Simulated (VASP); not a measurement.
Here is a VASP 6.6.1 calculation.

INCAR

```
SYSTEM = ZnO
PREC     = Accurate       ! precision mode
ENCUT    = 910            ! plane-wave cutoff, eV
EDIFF    = 1E-6           ! SCF threshold, eV
ISMEAR   = 0              ! smearing method
SIGMA    = 0.05           ! smearing width, eV
LREAL    = .FALSE.        ! projectors in reciprocal space
LASPH    = .TRUE.         ! aspherical terms in the spheres
NELM     = 120            ! most SCF steps
ALGO     = Normal         ! electronic algorithm
ISIF     = 2              ! what is computed and relaxed
LWAVE    = .FALSE.        ! write WAVECAR
LCHARG   = .FALSE.        ! write CHGCAR
GGA      = PS             ! functional
NBANDS   = 26             ! bands
GGA_COMPAT= .FALSE.
```

KPOINTS

```
Automatic mesh
0
G
  9 9 6
  0 0 0
```

File POSCAR:

```
ZnO
1.0
    3.0869287877      0.0000000000      0.0000000000
   -1.5434643938      2.6733587498      0.0000000000
    0.0000000000      0.0000000000      5.3338950000
Zn O
2 2
Direct
    0.3333333333      0.6666666667      0.0000000000
    0.6666666667      0.3333333333      0.5000000000
    0.3333333333      0.6666666667      0.3821000000
    0.6666666667      0.3333333333      0.8821000000
```

Potentials or basis: VASP PAW PBE potentials, release 64 (Zn, O_h).

Launch:

```bash
$ cat potpaw_PBE.64/Zn/POTCAR potpaw_PBE.64/O_h/POTCAR > POTCAR
$ mpirun -np 1 vasp_std > vasp.out
```

(1) Estimate the band gap on the k mesh.

(2) What does it give for the pressure?

(3) Predict the largest force.

## Answers

(1) 0.64 eV, direct.

(2) 14.1 GPa.

(3) 0.840 eV/Å.

Caveat: the cell differs from its parent crystal (strain -0.050 along x and y, +0.025 along z); the cutoff is under 1.25 times the usual one of these potentials, so pressure, stress and relaxed cells hold a basis-set (Pulay) error; the PAW data sets were made with another functional, which shifts forces and pressure a little.
